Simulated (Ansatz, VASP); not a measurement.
**One calculation of Te2Mo, two programs**

POSCAR

```
Te2Mo
1.0
    0.0000000000      3.3148317929      3.3148317929
    3.3148317929      0.0000000000      3.3148317929
    3.3148317929      3.3148317929      0.0000000000
Mo Te
1 2
Direct
    0.0000000000      0.0000000000      0.0000000000
    0.2500000000      0.2500000000      0.2500000000
    0.7500000000      0.7500000000      0.7500000000
```

INCAR.step1

```
SYSTEM = Te2Mo
PREC = Accurate
ENCUT = 520
EDIFF = 1E-5
ISMEAR = -1
SIGMA = 0.02
LREAL = .FALSE.
LASPH = .TRUE.
NELM = 80
ALGO = Normal
ISIF = 2
LWAVE = .TRUE.
LCHARG = .FALSE.
GGA = PE
NBANDS = 20
```

Contents of INCAR.step2:

```
SYSTEM = Te2Mo
PREC = Accurate
ENCUT = 520
EDIFF = 1E-6
ISMEAR = -1
SIGMA = 0.02
LREAL = .FALSE.
LASPH = .TRUE.
NELM = 80
ALGO = Normal
ISIF = 2
LWAVE = .FALSE.
LCHARG = .FALSE.
GGA = PE
LHFCALC = .TRUE.
HFSCREEN = 0.2079
PRECFOCK = Normal
ISTART = 1
NBANDS = 20
```

The input KPOINTS:

```
Automatic mesh
0
G
  4 4 4
  0 0 0
```

Input for Ansatz:

```yaml
crystal:
  lattice:
    - [0.0, 3.3148317929, 3.3148317929]
    - [3.3148317929, 0.0, 3.3148317929]
    - [3.3148317929, 3.3148317929, 0.0]
  atoms:
    - { symbol: Mo, position: [0.0, 0.0, 0.0] }
    - { symbol: Te, position: [0.25, 0.25, 0.25] }
    - { symbol: Te, position: [0.75, 0.75, 0.75] }
kpoints:
  mp_grid: { grid: [4, 4, 4] }
hamiltonian:
  xc: hse06
scf:
  occupations: { method: fermi_dirac, width: 0.02 }
  n_extra_bands: 4
output:
  forces: true
  stress: true
  eigenvalues: true
```

Alike in both runs: task single point; functional HSE06; k mesh 4 × 4 × 4; occupations fermi-dirac, width 0.02 eV; no spin polarisation.

```csv
,VASP,Ansatz
version,VASP 6.6.1,Ansatz 0.2.0
potentials or method,"VASP PAW PBE potentials, release 64 (Mo_sv, Te)","plane waves, PAW"
plane-wave cutoff (eV),520,420
valence electrons in the cell,26,46
```

VASP gave:

```
pressure (GPa) : -2.2
```

Problem. What did Ansatz give for the same quantities?

Solution. Pressure (GPa): -2.0.

The functional is the same, so the differences come from potentials, cutoffs and numerics. VASP's potentials hold 26 valence electrons a cell and Ansatz's 46, so a difference there can come from the potentials and not from the codes. Ansatz's warnings: filled band counts differ across k points, stress exchange threshold loose, stress scf threshold loose.

The k mesh is coarse, so the values compare programs but aren't converged. Spin-orbit coupling is off throughout.
